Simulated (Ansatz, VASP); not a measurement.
## Two plane-wave programs on BaZrO3

```
Ba Zr O
1.0
     4.19134    0.00000    0.00000
     0.00000    4.19134    0.00000
     0.00000    0.00000    4.19134
Ba Zr O
1 1 3
Direct
  0.00000 0.00000 0.00000
  0.50000 0.50000 0.50000
  0.00000 0.50000 0.50000
  0.50000 0.00000 0.50000
  0.50000 0.50000 0.00000
```

Alike in both runs: task relaxation of cell and atoms; functional r2SCAN; k mesh 8 × 8 × 8; occupations fermi-dirac, width 0.1 eV; no spin polarisation.

|  | VASP | Ansatz |
| --- | --- | --- |
| version | VASP 6.6.1 | Ansatz 0.2.0 |
| potentials or method | VASP PAW PBE potentials, release 64 (Ba_sv, Zr_sv, O) | PAW with Ansatz's default frozen-core files, scalar-relativistic |
| plane-wave cutoff (eV) | 600 | 500 |
| valence electrons in the cell | 40 | 40 |

|  | VASP | Ansatz | Ansatz less VASP |
| --- | --- | --- | --- |
| relaxed volume (Å³/atom) | 14.95 | 14.87 | -0.079 |
| relaxed cell length with the largest relative difference (Å) | 4.213 | 4.205 | -0.0075 |

VASP's potentials were made for PBE, not for r2SCAN.

Spin-orbit coupling is off throughout.
